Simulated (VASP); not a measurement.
# NbSnTe4 (P4/mmm) in VASP: further runs

Runs on NbSnTe4. Level: PBE. Tasks: single point, relaxation of cell and atoms.

Everything below comes from runs of VASP 6.6.1. Logs are shortened: lines on timing, memory, paths and dates and some standing lists are left out, and cuts for length are marked.

### 1 The cell of the first run

Symmetry: P4/mmm, No. 123, tetragonal system. The conventional cell has a = 4.409 Å, b = 4.409 Å, c = 7.600 Å, α = 90.00°, β = 90.00°, γ = 90.00°. Within 2.8 Å of Nb (site symmetry 4/mmm) lie 6 Te at 2.11 to 2.20 Å. Within 4.7 Å of Sn (site symmetry 4/mmm) lie 16 Te at 3.55 to 4.39 Å and 4 Sn at 4.41 Å. Within 2.9 Å of Te (site symmetry mmm) lie 2 Nb at 2.20 Å. Te (site symmetry 4mm) has 1 Nb at 2.11 Å within 2.8 Å.

### 2 Single point, PBE

The input, INCAR:

```
  ALGO = Normal
  EDIFF = 1E-7
  ENCUT = 520
  GGA = PE
  ISIF = 2
  ISMEAR = 0
  LASPH = True
  LCHARG = True
  LELF = True
  LREAL = False
  LVHAR = True
  LWAVE = False
  NBANDS = 34
  NELM = 100
  PREC = Accurate
  SIGMA = 0.1
```

The input, KPOINTS:

```
k-points
0
Gamma
  4 4 2
```

The input, POSCAR:

```
NbSnTe4
1.0
    4.4092499400      0.0000000000      0.0000000000
    0.0000000000      4.4092499400      0.0000000000
    0.0000000000      0.0000000000      7.5999480400
Nb Sn Te
1 1 4
Direct
    0.0000000000      0.0000000000      0.0000000000
    0.5000000000      0.5000000000      0.5000000000
    0.5000000000      0.0000000000      0.0000000000
    0.0000000000      0.5000000000      0.0000000000
    0.0000000000      0.0000000000      0.2770000100
    0.0000000000      0.0000000000      0.7229999900
```

Potentials or basis: VASP PAW PBE potentials, release 64 (Nb_sv, Sn_d, Te).

On the command line:

```console
> cat potpaw_PBE.64/Nb_sv/POTCAR potpaw_PBE.64/Sn_d/POTCAR potpaw_PBE.64/Te/POTCAR > POTCAR
> mpirun -np 1 vasp_std > vasp.out
```

OUTCAR:

```text
EDIFF = 1E-7
   ENCUT = 520
   GGA = PE
   ISIF = 2
   ISMEAR = 0
   LASPH = True
   LREAL = False
   NELM = 100
   PREC = Accurate

 ion  position               nearest neighbor table
   1  0.000  0.000  0.000-   5 2.11   6 2.11   3 2.20   4 2.20   4 2.20   3 2.20
   2  0.500  0.500  0.500-   5 3.55   6 3.55   5 3.55   6 3.55   5 3.55   6 3.55   5 3.55   6 3.55

   3  0.500  0.000  0.000-   1 2.20   1 2.20   6 3.05   5 3.05   5 3.05   6 3.05   4 3.12   4 3.12
                             4 3.12   4 3.12
   4  0.000  0.500  0.000-   1 2.20   1 2.20   6 3.05   5 3.05   5 3.05   6 3.05   3 3.12   3 3.12
                             3 3.12   3 3.12
   5  0.000  0.000  0.277-   1 2.11   3 3.05   4 3.05   4 3.05   3 3.05   6 3.39   2 3.55   2 3.55
                             2 3.55   2 3.55
   6  0.000  0.000  0.723-   1 2.11   3 3.05   4 3.05   4 3.05   3 3.05   5 3.39   2 3.55   2 3.55
                             2 3.55   2 3.55

  LATTYP: Found a simple tetragonal cell.
 ALAT       =     4.4092499400
 C/A-ratio  =     1.7236373858

  Lattice vectors:

 A1 = (   4.4092499400,   0.0000000000,   0.0000000000)
 A2 = (   0.0000000000,   4.4092499400,   0.0000000000)
 A3 = (   0.0000000000,   0.0000000000,   7.5999480400)

Analysis of symmetry for initial positions (statically):
=====================================================================
 Subroutine PRICEL returns:
 Original cell was already a primitive cell.

 Routine SETGRP: Setting up the symmetry group for a
 simple tetragonal supercell.

 Subroutine GETGRP returns: Found 16 space group operations
 (whereof 16 operations were pure point group operations)
 out of a pool of 16 trial point group operations.

The static configuration has the point symmetry D_4h.

Analysis of symmetry for dynamics (positions and initial velocities):
=====================================================================
 Subroutine PRICEL returns:
 Original cell was already a primitive cell.

 Routine SETGRP: Setting up the symmetry group for a
 simple tetragonal supercell.

 Subroutine GETGRP returns: Found 16 space group operations
 (whereof 16 operations were pure point group operations)
 out of a pool of 16 trial point group operations.

The dynamic configuration has the point symmetry D_4h.

 Subroutine INISYM returns: Found 16 space group operations
 (whereof 16 operations are pure point group operations),
[... 91 lines left out ...]
   EDIFF  = 0.1E-06   stopping-criterion for ELM
   LREAL  =      F    real-space projection
   EDIFFG = 0.1E-05   stopping-criterion for IOM
   NSW    =      0    number of steps for IOM
   IBRION =     -1    ionic relax: 0-MD 1-quasi-New 2-CG
   NFREE  =      0    steps in history (QN), initial steepest desc. (CG)
   ISIF   =      2    stress and relaxation
   ISYM   =      2    0-nonsym 1-usesym 2-fastsym
   POTIM  = 0.5000    time-step for ionic-motion
   TEBEG  =    0.0;   TEEND  =   0.0 temperature during run
   PSTRESS=    0.0 pullay stress
   NELECT =      51.0000    total number of electrons
   NUPDOWN=      -1.0000    fix difference up-down
   EMIN   =  10.00;   EMAX   =-10.00  energy-range for DOS
   EFERMI =   0.00;   METHOD = LEGACY
   ISMEAR =     0;   SIGMA  =   0.10  broadening in eV -4-tet -1-fermi 0-gaus
   EFERMI_NEDOS =   21; number of points for ismear=-14 and -15
   IALGO  =     38    algorithm
   IMIX   =      4    mixing-type and parameters
     AMIX     =   0.40;   BMIX     =  1.00
     AMIX_MAG =   1.60;   BMIX_MAG =  1.00
  volume/ion in A,a.u.               =      24.63       166.18
  Fermi-wavevector in a.u.,A,eV,Ry     =   1.148378  2.170120 17.942983  1.318772
  Thomas-Fermi vector in A             =   2.285053
   LORBIT       =      0    0 simple, 1 ext, 2 COOP (PROOUT), +10 PAW based schemes
   GGA     = PE    functional components
   LHFCALC =     F    Hartree Fock is set to
   AEXX    =    0.0000 exact exchange contribution
   IVDW    =     0    specifies the selected vdW correction
   LEPSILON=     F    determine dielectric tensor
   LRPA    =     F    only Hartree local field effects (RPA)
 non-spin polarized calculation
 Gauss-broadening in eV      SIGMA  =   0.10
  energy-cutoff  :      520.00
  volume of cell :      147.75
 maximum number of plane-waves:      4009
 NGX is ok and might be reduce to    36
   NGX = 17   NGY = 17   NGZ = 29

 number of electron      50.9999995 magnetization

 Free energy of the ion-electron system (eV)
  ---------------------------------------------------
  ext. energy  EPLUGINS =         0.00000000
  ---------------------------------------------------
  free energy    TOTEN  =        -7.07691028 eV

  energy without entropy =       -7.04031107  energy(sigma->0) =       -7.05861067

 E-fermi :   9.6040     XC(G=0): -10.3066

 val. band max:        9.5874420208   @ k =   0.2500   0.2500   0.0000
 cond. band min:       9.6167053554   @ k =   0.2500   0.0000   0.5000
 fundamental gap:      0.0292633347
 Fermi energy:         9.6039575266

 k-point     1 :       0.0000    0.0000    0.0000
  band No.  band energies     occupation
      1     -45.3302      2.00000
      2     -22.7563      2.00000
      3     -22.3188      2.00000
      4     -22.3188      2.00000
      5     -12.1722      2.00000
      6     -12.1640      2.00000
[... 433 lines left out ...]
     33      13.4565      0.00000
     34      16.9007      0.00000

------------------------ aborting loop because EDIFF is reached ----------------------------------------

  FORCE on cell =-STRESS in cart. coord.  units (eV):
  Direction    XX          YY          ZZ          XY          YZ          ZX
  --------------------------------------------------------------------------------------
  -------------------------------------------------------------------------------------
  Total       58.0612449     58.0612449     77.3931939      0.0000000      0.0000000      0.0000000
  in kB      629.5886167    629.5886167    839.2151083      0.0000000      0.0000000      0.0000000
  external PRESSURE =     699.4641139 kB  Pullay stress =       0.0000000 kB

 VOLUME and BASIS-vectors are now :
 -----------------------------------------------------------------------------
  energy-cutoff  :      520.00
  volume of cell :      147.75
      direct lattice vectors                 reciprocal lattice vectors
     4.409249940  0.000000000  0.000000000     0.226795943  0.000000000  0.000000000
     0.000000000  4.409249940  0.000000000     0.000000000  0.226795943  0.000000000
     0.000000000  0.000000000  7.599948040     0.000000000  0.000000000  0.131579847

 POSITION                                       TOTAL-FORCE (eV/Angst)
 -----------------------------------------------------------------------------------
      0.00000      0.00000      0.00000        -0.000000     -0.000000      0.000000
      2.20462      2.20462      3.79997        -0.000000     -0.000000      0.000000
      2.20462      0.00000      0.00000        -0.000000     -0.000000      0.000000
      0.00000      2.20462      0.00000        -0.000000     -0.000000      0.000000
      0.00000      0.00000      2.10519         0.000000      0.000000     18.507369
      0.00000      0.00000      5.49476        -0.000000      0.000000    -18.507369
 -----------------------------------------------------------------------------------
    total drift:                                0.000000      0.000000      0.000000

  FREE ENERGIE OF THE ION-ELECTRON SYSTEM (eV)
  ---------------------------------------------------
  free  energy   TOTEN  =        -7.0769102757 eV

  energy  without entropy=       -7.0403110673  energy(sigma->0) =       -7.05861067
```

Wall time 60 s (1 thread of Intel Xeon Platinum 8488C (Sapphire Rapids), shared host); peak memory 0.29 GiB.

What came out:

* Free energy: -7.0769 eV
* Pressure: 69.9 GPa
* Largest force: 18.507 eV/Å

Forces in eV/Å, atoms in the order of the input:
```
Nb    0.000   0.000   0.000
Sn    0.000   0.000   0.000
Te    0.000   0.000   0.000
Te    0.000   0.000   0.000
Te    0.000   0.000  18.507
Te    0.000   0.000 -18.507
```

Levels at points of the mesh, in eV from the Fermi level:
```
           k point  band 23  band 24  band 25  band 26  band 27  band 28  band 29  band 30
(0.00, 0.00, 0.00)    -2.14    -2.14    -0.45     0.95     0.95     1.44     1.44     2.35
(0.50, 0.00, 0.00)    -1.76    -1.36     0.23     0.51     0.99     1.08     1.66     1.87
(0.50, 0.50, 0.00)    -0.93     0.06     0.06     0.09     1.06     1.60     1.60     2.13
(0.00, 0.00, 0.50)    -1.39    -1.39    -0.52    -0.52     0.25     0.32     1.90     1.90
(0.50, 0.00, 0.50)    -2.93    -1.74     0.66     0.74     0.80     0.96     1.60     1.79
(0.50, 0.50, 0.50)    -2.71    -2.62    -2.62    -0.33     1.51     1.92     1.92     1.93
```

Caveat: the k points lie up to 0.41 Å⁻¹ apart; spin-orbit coupling is left out, which moves the levels of the heavy elements; forces of over 1 eV/Å act on the atoms, so gaps and moduli don't describe the material at rest.

### 3 Single point, PBE

This run uses another cell than the first one, of 40.02 Å³/atom, 1.625 times its volume.

The input, INCAR:

```
SYSTEM = NbSnTe4
PREC = Accurate
ENCUT = 520
EDIFF = 1E-6
ISMEAR = 0
SIGMA = 0.1
LREAL = .FALSE.
LASPH = .TRUE.
NELM = 100
ALGO = Normal
ISIF = 2
LWAVE = .FALSE.
LCHARG = .TRUE.
GGA = PE
LELF = .TRUE.
LVHAR = .TRUE.
NBANDS = 34
```

The input, KPOINTS:

```
Automatic mesh
0
G
  4 4 2
  0 0 0
```

The input, POSCAR:

```
NbSnTe4
1.0
    5.1994897480      0.0000000000      0.0000000000
    0.0000000000      5.1994897480      0.0000000000
    0.0000000000      0.0000000000      8.8810627243
Nb Sn Te
1 1 4
Direct
    0.0000000000      0.0000000000      0.0000000000
    0.5000000000      0.5000000000      0.5000000000
    0.5000000000      0.0000000000      0.0000000000
    0.0000000000      0.5000000000      0.0000000000
    0.0000000000      0.0000000000      0.3248036063
    0.0000000000      0.0000000000      0.6751963937
```

Potentials or basis: VASP PAW PBE potentials, release 64 (Nb_sv, Sn_d, Te).

On the command line:

```console
> cat potpaw_PBE.64/Nb_sv/POTCAR potpaw_PBE.64/Sn_d/POTCAR potpaw_PBE.64/Te/POTCAR > POTCAR
> mpirun -np 1 vasp_std > vasp.out
```

OUTCAR:

```text
SYSTEM = NbSnTe4
   PREC = Accurate
   ENCUT = 520
   EDIFF = 1E-6
   ISMEAR = 0
   LREAL = .FALSE.
   LASPH = .TRUE.
   NELM = 100
   ISIF = 2
   GGA = PE

 ion  position               nearest neighbor table
   1  0.000  0.000  0.000-   3 2.60   4 2.60   4 2.60   3 2.60   5 2.88   6 2.88
   2  0.500  0.500  0.500-
   3  0.500  0.000  0.000-   1 2.60   1 2.60   4 3.68   4 3.68   4 3.68   4 3.68
   4  0.000  0.500  0.000-   1 2.60   1 2.60   3 3.68   3 3.68   3 3.68   3 3.68
   5  0.000  0.000  0.325-   1 2.88   6 3.11
   6  0.000  0.000  0.675-   1 2.88   5 3.11

  LATTYP: Found a simple tetragonal cell.
[... 635 lines left out ...]
  -------------------------------------------------------------------------------------
  Total       -0.1617324     -0.1617324      0.0848117      0.0000000     -0.0000000      0.0000000
  in kB       -1.0792477     -1.0792477      0.5659527      0.0000000     -0.0000000      0.0000000
  external PRESSURE =      -0.5308476 kB  Pullay stress =       0.0000000 kB

 VOLUME and BASIS-vectors are now :
 -----------------------------------------------------------------------------
  energy-cutoff  :      520.00
  volume of cell :      240.10
      direct lattice vectors                 reciprocal lattice vectors
     5.199489748  0.000000000  0.000000000     0.192326564  0.000000000  0.000000000
     0.000000000  5.199489748  0.000000000     0.000000000  0.192326564  0.000000000
     0.000000000  0.000000000  8.881062724     0.000000000  0.000000000  0.112599137

 POSITION                                       TOTAL-FORCE (eV/Angst)
 -----------------------------------------------------------------------------------
      0.00000      0.00000      0.00000        -0.000000      0.000000      0.000000
      2.59974      2.59974      4.44053        -0.000000      0.000000      0.000000
      2.59974      0.00000      0.00000        -0.000000      0.000000      0.000000
      0.00000      2.59974      0.00000        -0.000000      0.000000      0.000000
      0.00000      0.00000      2.88460        -0.000000     -0.000000      0.001734
      0.00000      0.00000      5.99646         0.000000     -0.000000     -0.001734
 -----------------------------------------------------------------------------------
    total drift:                               -0.000000      0.000000      0.000000

  FREE ENERGIE OF THE ION-ELECTRON SYSTEM (eV)
  ---------------------------------------------------
  free  energy   TOTEN  =       -24.7661923018 eV

  energy  without entropy=      -24.7258284328  energy(sigma->0) =      -24.74601037
```

OSZICAR:

```text
N       E                     dE             d eps       ncg     rms          rms(c)
DAV:   1     0.418846378536E+03    0.41885E+03   -0.21454E+04   816   0.136E+03
DAV:   2     0.263114153918E+02   -0.39253E+03   -0.37770E+03   896   0.346E+02
DAV:   3    -0.217915860432E+02   -0.48103E+02   -0.46212E+02  1068   0.131E+02
DAV:   4    -0.263007949171E+02   -0.45092E+01   -0.44486E+01  1432   0.355E+01
DAV:   5    -0.264353394285E+02   -0.13454E+00   -0.13314E+00  1104   0.503E+00    0.104E+01
DAV:   6    -0.254003066258E+02    0.10350E+01   -0.89751E+00  1190   0.124E+01    0.669E+00
DAV:   7    -0.248990422521E+02    0.50126E+00   -0.29689E+00  1210   0.917E+00    0.419E+00
DAV:   8    -0.247861698973E+02    0.11287E+00   -0.42873E-01  1132   0.380E+00    0.176E+00
DAV:   9    -0.247654585070E+02    0.20711E-01   -0.80143E-02  1220   0.125E+00    0.115E+00
DAV:  10    -0.247663891887E+02   -0.93068E-03   -0.19798E-02  1080   0.778E-01    0.469E-01
DAV:  11    -0.247658602264E+02    0.52896E-03   -0.33518E-03  1082   0.340E-01    0.266E-01
DAV:  12    -0.247661605414E+02   -0.30032E-03   -0.12673E-03  1028   0.191E-01    0.668E-02
DAV:  13    -0.247662229204E+02   -0.62379E-04   -0.20958E-04  1054   0.755E-02    0.616E-02
DAV:  14    -0.247661892823E+02    0.33638E-04   -0.11220E-04   890   0.466E-02    0.766E-03
DAV:  15    -0.247661913047E+02   -0.20225E-05   -0.89555E-06   954   0.129E-02    0.425E-03
DAV:  16    -0.247661923018E+02   -0.99709E-06   -0.15371E-06   738   0.597E-03
   1 F= -.24766192E+02 E0= -.24746010E+02  d E =-.403639E-01
```

Run time: 98 s. Hardware: 1 thread of Intel Xeon Platinum 8488C (Sapphire Rapids), shared host; peak memory 0.37 GiB.

Results:

```
Free energy : -24.7662 eV
Pressure    : -0.1 GPa
```

Caveat: spin-orbit coupling is left out, which moves the levels of the heavy elements.

### 4 Relaxation of cell and atoms, PBE

The input, INCAR:

```
SYSTEM = NbSnTe4
  PREC = Accurate
  ENCUT = 600
  EDIFF = 1E-7
  ISMEAR = 0
  SIGMA = 0.1
  LREAL = .False.
  LASPH = .True.
  NELM = 100
  ALGO = Normal
  ISIF = 3
  LWAVE = .False.
  LCHARG = .False.
  GGA = PE
  IBRION = 2
  NSW = 90
  EDIFFG = -0.04
```

The input, KPOINTS:

```
Automatic mesh
0
Gamma
  4 4 2
  0 0 0
```

The input, POSCAR:

```
NbSnTe4
1.0
    4.4092499400      0.0000000000      0.0000000000
    0.0000000000      4.4092499400      0.0000000000
    0.0000000000      0.0000000000      7.5999480400
Nb Sn Te
1 1 4
Direct
    0.0000000000      0.0000000000      0.0000000000
    0.5000000000      0.5000000000      0.5000000000
    0.5000000000      0.0000000000      0.0000000000
    0.0000000000      0.5000000000      0.0000000000
    0.0000000000      0.0000000000      0.2770000100
    0.0000000000      0.0000000000      0.7229999900
```

On the command line:

```console
> cat potpaw_PBE.64/Nb_sv/POTCAR potpaw_PBE.64/Sn_d/POTCAR potpaw_PBE.64/Te/POTCAR > POTCAR
> mpirun -np 1 vasp_std > vasp.out
```

It took 30 min on 1 thread of Intel Xeon Platinum 8488C (Sapphire Rapids), shared host; peak memory 0.33 GiB.

It converged, with:

```
Free energy                            : -24.7513 eV
Relaxed volume                         : 39.98 Å³/atom
Relaxed cell                           : a = 5.194 Å, b = 5.194 Å, c = 8.891 Å, α = 90.00°, β = 90.00°, γ = 90.00°
Space group after relaxing (to 0.05 Å) : P4/mmm (No. 123)
Energy gained by relaxing              : 2945.4 meV/atom
Ionic steps                            : 19
Pressure after relaxing                : 0.0 GPa
Largest force after relaxing           : 0.019 eV/Å
```

Forces in eV/Å, atoms in the order of the input:
```
Nb   0.000  0.000  0.000
Sn   0.000  0.000  0.000
Te   0.000  0.000  0.000
Te   0.000  0.000  0.000
Te   0.000  0.000 -0.019
Te   0.000  0.000  0.019
```

Step by step:
| step | energy change (eV) | largest force (eV/Å) | pressure (GPa) | volume (Å³) |
| --- | --- | --- | --- | --- |
| 1 | 0.0000 | 18.5047 | 69.97 | 147.75 |
| 2 | -9.9789 | 0.9144 | -3.64 | 515.90 |
| 3 | -11.4331 | 0.2840 | -4.20 | 456.28 |
| 4 | -12.7626 | 0.2270 | -4.70 | 408.98 |
| 5 | -17.2181 | 1.1820 | -1.59 | 256.77 |
| 6 | -16.2818 | 0.0331 | 11.80 | 198.21 |
| 7 | -17.3526 | 1.2636 | 0.20 | 242.72 |
| 8 | -17.3766 | 1.2004 | 1.24 | 236.06 |
| 9 | -17.3737 | 1.2236 | 0.90 | 238.11 |
| 10 | -17.5232 | 0.9048 | -1.05 | 246.92 |
| 11 | -17.5293 | 0.8319 | -1.45 | 249.17 |
| 12 | -17.6493 | 0.3766 | -0.53 | 241.85 |
| 13 | -17.6616 | 0.1204 | -0.02 | 238.78 |
| 14 | -17.6616 | 0.1391 | -0.06 | 238.99 |
| 15 | -17.6696 | 0.1027 | 0.10 | 238.53 |
| 16 | -17.6701 | 0.0952 | 0.16 | 238.38 |
| 17 | -17.6715 | 0.0725 | -0.03 | 239.71 |
| 18 | -17.6715 | 0.0664 | -0.09 | 240.10 |
| 19 | -17.6722 | 0.0190 | -0.03 | 239.88 |

Final structure:
```
Nb Sn Te
1.0
     5.19414    0.00000    0.00000
     0.00000    5.19414    0.00000
     0.00000    0.00000    8.89119
Nb Sn Te
1 1 4
Direct
  0.00000 0.00000 0.00000
  0.50000 0.50000 0.50000
  0.50000 0.00000 0.00000
  0.00000 0.50000 0.00000
  0.00000 0.00000 0.32509
  0.00000 0.00000 0.67491
```

Levels at points of the mesh, in eV from the Fermi level:
| k point | band 23 | band 24 | band 25 | band 26 | band 27 | band 28 |
| --- | --- | --- | --- | --- | --- | --- |
| (0.00, 0.00, 0.00) | -0.95 | -0.82 | -0.08 | 0.08 | 0.08 | 0.79 |
| (0.50, 0.00, 0.00) | -1.46 | -1.07 | -0.74 | 0.04 | 0.51 | 0.75 |
| (0.50, 0.50, 0.00) | -0.08 | -0.08 | -0.03 | 0.07 | 1.20 | 1.61 |
| (0.00, 0.00, 0.50) | -0.82 | -0.49 | -0.49 | -0.20 | -0.20 | 0.14 |
| (0.50, 0.00, 0.50) | -1.38 | -1.24 | -0.71 | -0.15 | 0.18 | 0.38 |
| (0.50, 0.50, 0.50) | -1.57 | -1.17 | -1.17 | 0.19 | 1.20 | 1.70 |

Caveat: the k points lie up to 0.35 Å⁻¹ apart in the final cell; the volume moved by over 15 % at a fixed basis, so the end points are rough; spin-orbit coupling is left out, which moves the levels of the heavy elements.

(Continued in part 2 of 2.)
